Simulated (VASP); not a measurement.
A run of VASP 6.6.1:

File INCAR:

```
PREC     = Accurate       # precision mode
ENCUT    = 520            # plane-wave cutoff, eV
EDIFF    = 1E-6           # SCF threshold, eV
ISMEAR   = 0              # smearing method
SIGMA    = 0.01           # smearing width, eV
LREAL    = F              # projectors in reciprocal space
LASPH    = T              # aspherical terms in the spheres
NELM     = 80             # most SCF steps
ALGO     = Normal         # electronic algorithm
ISIF     = 2              # what is computed and relaxed
LWAVE    = F              # write WAVECAR
LCHARG   = T              # write CHGCAR
GGA      = CA             # functional
LELF     = T              # ELF
LVHAR    = T            
NBANDS   = 16             # bands
```

KPOINTS

```
Automatic mesh
0
Gamma
  6 6 6
```

File POSCAR:

```
CdTe
1.0
    3.0475166284      3.0475166284      0.0000000000
   -3.0475166284      3.0475166284      0.0000000000
    0.0000000000      3.0475166284      3.0475166284
Cd Te
1 1
Direct
    0.0000000000      0.0000000000      0.0000000000
    0.7500000000      0.2500000000      0.5000000000
```

Potentials or basis: VASP PAW LDA potentials, release 64 (Cd, Te).

Launch:

```bash
$ cat potpaw_LDA.64/Cd/POTCAR potpaw_LDA.64/Te/POTCAR > POTCAR
$ mpirun -np 1 vasp_std > vasp.out
```

Hardware: 1 thread of AMD EPYC 7R13 (shared host).

Q: How long does it take, and how much memory?

A: Wall time 29 s on 1 thread of AMD EPYC 7R13, with other jobs on the host, peak memory 0.13 GiB. Counts: scf iterations 12, k points 16.
